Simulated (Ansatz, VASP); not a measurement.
This is a calculation of SnSe for Ansatz 0.2.0.

input.yaml

```yaml
crystal:
  lattice:
    - [0.0, 2.9693193375, 2.9693193375]
    - [2.9693193375, 0.0, 2.9693193375]
    - [2.9693193375, 2.9693193375, 0.0]
  atoms:
    - { symbol: Sn, position: [0.0, 0.0, 0.0] }
    - { symbol: Se, position: [0.5, 0.5, 0.5] }
hamiltonian:
  xc: lda
  pseudopotentials: { kind: paw }
kpoints:
  mp_grid: { grid: [8, 8, 8] }
scf:
  occupations: { method: fermi_dirac, width: 0.05 }
output:
  forces: true
  stress: true
  eigenvalues: true
```

Potentials or basis: Ansatz PAW.

Command:

```bash
$ ansatz run input.yaml --threads 2 --pin off --max-ram 5632MiB --backend cpu --events-out ev --progress --plain --runs-dir out
```

Q: Translate it to VASP 6.6.1. Potentials there: VASP PAW LDA potentials, release 64 (Sn_d, Se).

A: As run (the cutoff follows the program's own potentials):

INCAR

```
ALGO = Normal ; EDIFF = 1E-7
ENCUT = 520 ; GGA = CA
ISIF = 2 ; ISMEAR = -1
LASPH = T ; LCHARG = F
LREAL = F ; LWAVE = F
NBANDS = 17 ; NELM = 60
PREC = Accurate ; SIGMA = 0.05
```

File KPOINTS:

```
k-points
0
Gamma
  8 8 8
```

POSCAR

```
SnSe
1.0
    0.0000000000      2.9693193375      2.9693193375
    2.9693193375      0.0000000000      2.9693193375
    2.9693193375      2.9693193375      0.0000000000
Sn Se
1 1
Direct
    0.0000000000      0.0000000000      0.0000000000
    0.5000000000      0.5000000000      0.5000000000
```

Potentials or basis: VASP PAW LDA potentials, release 64 (Sn_d, Se).

The run is started by

```bash
$ cat potpaw_LDA.64/Sn_d/POTCAR potpaw_LDA.64/Se/POTCAR > POTCAR
$ mpirun -np 1 vasp_std > vasp.out
```

Both were run:

|  | VASP | Ansatz | Ansatz less VASP |
| --- | --- | --- | --- |
| gap on the k mesh at the Fermi level (eV) | 0.75 | 0.75 | -0.002 |
| least direct gap on the mesh (eV) | 0.81 | 0.79 | -0.020 |
| pressure (GPa) | -1.2 | -1.3 | -0.09 |

LDA's correlation is that of Perdew and Zunger in VASP and of Perdew and Wang (1992) in Ansatz. VASP's potentials hold 20 valence electrons a cell and Ansatz's 30, so a difference there can come from the potentials and not from the codes.
